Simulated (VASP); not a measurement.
# GaRe12 in VASP: further runs, part 2 of 2

VASP 6.6.1.

## 3. Single point, PBE

The input, INCAR:

```
SYSTEM = GaRe12
PREC     = Accurate       ! precision mode
ENCUT    = 520            ! plane-wave cutoff, eV
EDIFF    = 1E-7           ! SCF threshold, eV
ISMEAR   = 0              ! smearing method
SIGMA    = 0.15           ! smearing width, eV
LREAL    = .FALSE.        ! projectors in reciprocal space
LASPH    = .TRUE.         ! aspherical terms in the spheres
NELM     = 100            ! most SCF steps
ALGO     = Normal         ! electronic algorithm
ISIF     = 2              ! what is computed and relaxed
LWAVE    = .FALSE.        ! write WAVECAR
LCHARG   = .FALSE.        ! write CHGCAR
GGA      = PE             ! functional
NBANDS   = 60             ! bands
```

The input, KPOINTS:

```
Automatic mesh
0
G
  4 4 1
  0 0 0
```

The input, POSCAR:

```
GaRe12
1.0
    5.5200000000      0.0000000000      0.0000000000
    2.7600000000      4.7804600000      0.0000000000
    0.0000000000      0.0000000000     16.4574000000
Re Ga
12 1
Direct
    0.0000000000      0.0000000000      0.0607628787
    0.5000000000      0.0000000000      0.0607628787
    0.0000000000      0.5000000000      0.0607628787
    0.5000000000      0.5000000000      0.0607628787
   -0.1688669303      0.3325958171      0.1915021206
    0.3363181936      0.3312777431      0.1915411912
   -0.1694381264      0.8361940064      0.1915191342
    0.3319128124      0.8333363317      0.1965255144
   -0.0117428958      0.0062600670      0.3258727381
    0.5013400998      0.0015419018      0.3267522209
    0.0013452033      0.5002338687      0.3244287676
    0.5038627446      0.4930487861      0.3266939492
    0.3101758534      0.8364504671      0.4536164886
```

Potentials or basis: VASP PAW PBE potentials, release 64 (Re, Ga_d).

The run is started by

```
$ cat potpaw_PBE.64/Re/POTCAR potpaw_PBE.64/Ga_d/POTCAR > POTCAR
$ mpirun -np 1 vasp_std > vasp.out
```

OUTCAR:

```text
SYSTEM = GaRe12
   PREC = Accurate
   ENCUT = 520
   EDIFF = 1E-7
   ISMEAR = 0
   LREAL = .FALSE.
   LASPH = .TRUE.
   NELM = 100
   ISIF = 2
   GGA = PE

 ion  position               nearest neighbor table
   1  0.000  0.000  0.061-   5 2.68   7 2.68   8 2.74   3 2.76   3 2.76   4 2.76   4 2.76   2 2.76
                             2 2.76
   2  0.500  0.000  0.061-   7 2.67   6 2.67   8 2.75   4 2.76   3 2.76   4 2.76   3 2.76   1 2.76
                             1 2.76
   3  0.000  0.500  0.061-   5 2.69   7 2.69   6 2.69   1 2.76   1 2.76   2 2.76   2 2.76   4 2.76
                             4 2.76
   4  0.500  0.500  0.061-   5 2.67   6 2.68   8 2.74   2 2.76   1 2.76   2 2.76   1 2.76   3 2.76
                             3 2.76
   5  0.831  0.333  0.192-   4 2.67   1 2.68   3 2.69   9 2.71  11 2.72  12 2.72   6 2.74   7 2.74
                             8 2.76   8 2.76   7 2.78   6 2.78
   6  0.336  0.331  0.192-   2 2.67   4 2.68   3 2.69  11 2.71  12 2.73  10 2.73   7 2.73   5 2.74
                             8 2.76   8 2.76   5 2.78   7 2.79
   7  0.831  0.836  0.192-   2 2.67   1 2.68   3 2.69   9 2.71  11 2.71  10 2.73   6 2.73   5 2.74
                             8 2.76   8 2.76   5 2.78   6 2.79
[... 844 lines left out ...]
  Direction    XX          YY          ZZ          XY          YZ          ZX
  --------------------------------------------------------------------------------------
  -------------------------------------------------------------------------------------
  Total       -8.1283847     -8.1685071     -1.0818704     -0.1547681     -0.0867246      0.3341591
  in kB      -29.9878163    -30.1358385     -3.9913132     -0.5709815     -0.3199505      1.2328036
  external PRESSURE =     -21.3716560 kB  Pullay stress =       0.0000000 kB

 VOLUME and BASIS-vectors are now :
 -----------------------------------------------------------------------------
  energy-cutoff  :      520.00
  volume of cell :      434.28
      direct lattice vectors                 reciprocal lattice vectors
     5.520000000  0.000000000  0.000000000     0.181159420 -0.104592445  0.000000000
     2.760000000  4.780460000  0.000000000     0.000000000  0.209184890  0.000000000
     0.000000000  0.000000000 16.457400000     0.000000000  0.000000000  0.060762939

 POSITION                                       TOTAL-FORCE (eV/Angst)
 -----------------------------------------------------------------------------------
      0.00000      0.00000      1.00000        -0.016465      0.004793      0.114900
      2.76000      0.00000      1.00000        -0.053328     -0.025657      0.094536
      1.38000      2.39023      1.00000         0.032687     -0.001362     -0.022846
      4.14000      2.39023      1.00000        -0.006359      0.025112      0.102943
      5.50582      1.58996      3.15163         0.010168      0.008114     -0.040462
      2.77080      1.58366      3.15227        -0.007641      0.004107     -0.040586
      6.89260      3.99739      3.15191        -0.002268     -0.008697     -0.040453
      4.13217      3.98373      3.23430        -0.001690      0.002818     -0.004277
      5.47246      0.02993      5.36302        -0.053145      0.024263     -0.056164
      2.77165      0.00737      5.37749         0.027462      0.007123     -0.042576
      1.38807      2.39135      5.33925         0.003931     -0.000258     -0.056586
      4.14214      2.35700      5.37653        -0.000044     -0.010880     -0.041164
      4.02077      3.99862      7.46535         0.066692     -0.029475      0.032735
 -----------------------------------------------------------------------------------
    total drift:                               -0.000449     -0.000296      0.000958

  FREE ENERGIE OF THE ION-ELECTRON SYSTEM (eV)
  ---------------------------------------------------
  free  energy   TOTEN  =      -142.9273026985 eV

  energy  without entropy=     -142.6983017374  energy(sigma->0) =     -142.81280222
```

OSZICAR:

```text
N       E                     dE             d eps       ncg     rms          rms(c)
DAV:   1     0.158211298710E+04    0.15821E+04   -0.30271E+04  1712   0.172E+03
DAV:   2     0.214269618672E+03   -0.13678E+04   -0.12799E+04  2096   0.165E+03
DAV:   3    -0.834858594161E+02   -0.29776E+03   -0.27612E+03  2380   0.795E+02
[... 26 lines left out ...]
DAV:  30    -0.142927301837E+03   -0.95594E-06   -0.27224E-06  1168   0.847E-03    0.280E-03
DAV:  31    -0.142927302327E+03   -0.48952E-06   -0.17940E-06  1192   0.102E-02    0.363E-03
DAV:  32    -0.142927302534E+03   -0.20711E-06   -0.93990E-07  1096   0.815E-03    0.235E-03
DAV:  33    -0.142927302640E+03   -0.10624E-06   -0.56527E-07  1032   0.710E-03    0.340E-03
DAV:  34    -0.142927302698E+03   -0.58526E-07   -0.34412E-07  1008   0.587E-03
   1 F= -.14292730E+03 E0= -.14281280E+03  d E =-.229001E+00
```

It took 33 min on 1 thread of Intel Xeon 8259CL, shared host; peak memory 0.64 GiB.

Results:

* Free energy: -142.9273 eV
* Largest force: 0.116 eV/Å
* Band gap on the k mesh: zero (an odd number of electrons rules out a gap without spin polarisation)

Forces in eV/Å, atoms in the order of the input:
```
Re  -0.016  0.005  0.115
Re  -0.053 -0.026  0.095
Re   0.033 -0.001 -0.023
Re  -0.006  0.025  0.103
Re   0.010  0.008 -0.040
Re  -0.008  0.004 -0.041
Re  -0.002 -0.009 -0.040
Re  -0.002  0.003 -0.004
Re  -0.053  0.024 -0.056
Re   0.027  0.007 -0.043
Re   0.004  0.000 -0.057
Re   0.000 -0.011 -0.041
Ga   0.067 -0.029  0.033
```

Caveat: there is no dipole correction, which matters where the two faces differ; spin-orbit coupling is left out, which moves the levels of the heavy elements.

## 4. Single point, PBE

The input, INCAR:

```
SYSTEM = GaRe12
PREC = Accurate ; ENCUT = 520
EDIFF = 1E-7 ; ISMEAR = 0
SIGMA = 0.15 ; LREAL = .FALSE.
LASPH = .TRUE. ; NELM = 80
ALGO = Normal ; ISIF = 2
LWAVE = .FALSE. ; LCHARG = .TRUE.
GGA = PE ; LELF = .TRUE.
LVHAR = .TRUE. ; NBANDS = 60
```

The input, KPOINTS:

```
regular mesh
0
G
  4 4 1
  0 0 0
```

The input, POSCAR:

```
GaRe12
1.0
    5.5200000000      0.0000000000      0.0000000000
    2.7600000000      4.7804600000      0.0000000000
    0.0000000000      0.0000000000     16.4574000000
Re Ga
12 1
Direct
    0.0000000000      0.0000000000      0.0607628787
    0.5000000000      0.0000000000      0.0607628787
    0.0000000000      0.5000000000      0.0607628787
    0.5000000000      0.5000000000      0.0607628787
   -0.1664911683      0.3303479163      0.1916061468
    0.3333198259      0.3331748409      0.1916692795
   -0.1666187151      0.8360827201      0.1915803833
    0.3367341403      0.8314534585      0.1952844313
    0.0041255246     -0.0018887304      0.3253513921
    0.5008846907      0.0102672128      0.3263252397
   -0.0081360406      0.5043228058      0.3244785932
    0.5010892333      0.4881965334      0.3263127833
    0.4139982345      0.7927191107      0.4554048635
```

The run is started by

```
$ cat potpaw_PBE.64/Re/POTCAR potpaw_PBE.64/Ga_d/POTCAR > POTCAR
$ mpirun -np 1 vasp_std > vasp.out
```

Wall time 38 min (1 thread of Intel Xeon 8259CL, shared host); peak memory 0.64 GiB.

Results (log left out):

```
Free energy            : -142.9199 eV
Largest force          : 0.138 eV/Å
Band gap on the k mesh : zero (an odd number of electrons rules out a gap without spin polarisation)
```

Forces on the atoms (eV/Å):
```
Re   0.111 -0.063  0.052
Re  -0.001  0.019  0.088
Re  -0.094  0.057 -0.042
Re  -0.020 -0.017  0.091
Re  -0.001 -0.003 -0.023
Re  -0.001  0.003 -0.023
Re   0.005  0.002 -0.020
Re  -0.003  0.001  0.005
Re  -0.009  0.002 -0.040
Re   0.039  0.040 -0.035
Re  -0.008  0.001 -0.036
Re  -0.016 -0.044 -0.033
Ga  -0.002  0.000  0.017
```

Levels at points of the mesh, in eV from the Fermi level:
```
           k point  band 46  band 47  band 48  band 49  band 50  band 51  band 52  band 53
(0.00, 0.00, 0.00)     0.41     0.51     0.57     0.76     0.80     0.87     0.94     1.02
(0.50, 0.00, 0.00)    -0.98    -0.41    -0.40    -0.17    -0.08    -0.06     0.32     0.34
(0.50, 0.50, 0.00)    -0.95    -0.51    -0.39    -0.27    -0.13    -0.05     0.36     0.53
(0.00, 0.50, 0.00)    -0.95    -0.51    -0.39    -0.27    -0.13    -0.05     0.36     0.53
```

Caveat: there is no dipole correction, which matters where the two faces differ; spin-orbit coupling is left out, which moves the levels of the heavy elements.

## 5. Overview

```csv
cell,gap on the mesh (eV),largest force (eV/Å)
"as given, atomic positions A",none,0.16
"as given, atomic positions B",none,0.12
"as given, atomic positions C",none,0.14
```

Alike in all rows: task single point; level PBE; potentials or basis VASP PAW PBE potentials, release 64 (Re, Ga_d); no spin polarisation; k mesh 4 × 4 × 1; cutoff (eV) 520; smearing gaussian 0.15 eV.

Caveats: there is no dipole correction, which matters where the two faces differ; spin-orbit coupling is left out, which moves the levels of the heavy elements.

Absolute energies hang on the potentials; compare differences alone.
